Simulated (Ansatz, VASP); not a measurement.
# Two plane-wave programs on MgSn4N

```
CELL_PARAMETERS angstrom
5.57523 0.00000 0.00000
0.00000 5.57523 0.00000
0.00000 0.00000 5.57523
ATOMIC_POSITIONS crystal
Mg 0.50000 0.50000 0.50000
Sn 0.22157 0.22157 0.22157
Sn 0.22157 0.77843 0.77843
Sn 0.77843 0.77843 0.22157
Sn 0.77843 0.22157 0.77843
N 0.00000 0.00000 0.00000
```

Change from the starting cell: species swapped into the H4BrN type (P-43m, No. 215).

Alike in both runs: functional PBE; k mesh 4 × 4 × 4; occupations gaussian, width 0.1 eV; no spin polarisation.

Ansatz relaxed the structure, and its values are those at the end. VASP's run is a single point on that final structure, the one shown.

|  | VASP | Ansatz |
| --- | --- | --- |
| version | VASP 6.6.1 | Ansatz 0.2.0 |
| potentials or method | VASP PAW PBE potentials, release 64 (Mg, Sn_d, N), cutoff 520 eV | scalar-relativistic, plane waves, PAW |
| valence electrons in the cell | 63 | 71 |

```tsv
	VASP	Ansatz	Ansatz less VASP
gap on the k mesh at the Fermi level (eV)	none	none	-
pressure (GPa)	0.0	0.0	+0.05
rms of the force components (eV/Å)	0.017	0.006	-0.0104
```

A gap of «none» marks a metal or a gap that the smearing closes. The functional is the same, so the differences come from potentials, cutoffs and numerics. VASP's potentials hold 63 valence electrons a cell and Ansatz's 71, so a difference there can come from the potentials and not from the codes.
